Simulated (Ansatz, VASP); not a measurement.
**One calculation of C, two programs**

```
C
1.0
     2.54776    0.00000    0.00000
    -1.27388    2.20642    0.00000
     0.00000    0.00000    7.83066
C
8
Direct
  0.00000 0.00000 0.09586
  0.00000 0.00000 0.59586
  0.00000 0.00000 0.40414
  0.00000 0.00000 0.90414
  0.33333 0.66667 0.15327
  0.66667 0.33333 0.65327
  0.33333 0.66667 0.34673
  0.66667 0.33333 0.84673
```

Change from the starting cell: mode 21 frozen in at +0.024 Å, strain +e along z and -e/2 along x and y -0.0467.

Alike in both runs: task single point; functional LDA; k mesh 12 × 12 × 4; occupations gaussian, width 0.05 eV; no spin polarisation.

|  | VASP | Ansatz |
| --- | --- | --- |
| version | VASP 6.6.1 | Ansatz 0.2.0 |
| potentials or method | VASP PAW LDA potentials, release 64 (C), cutoff 520 eV | scalar-relativistic, plane waves, PAW |
| valence electrons in the cell | 32 | 32 |

VASP gave:

- gap on the k mesh at the Fermi level (eV): 3.23
- least direct gap on the mesh (eV): 4.49
- pressure (GPa): 4.2
- traceless stress, the component that is largest in VASP (GPa): 58.49
- rms of the force components (eV/Å): 0.728

Problem. Estimate Ansatz's values.

Solution. gap on the k mesh at the Fermi level (eV): 3.24; least direct gap on the mesh (eV): 4.49; pressure (GPa): 2.5; traceless stress, the component that is largest in VASP (GPa): 58.37; rms of the force components (eV/Å): 0.737.

Ansatz warns that its potentials were made for another functional, while VASP's fit it. LDA's correlation is that of Perdew and Zunger in VASP and of Perdew and Wang (1992) in Ansatz. Atom by atom the forces differ by 0.009 eV/Å (rms over components).
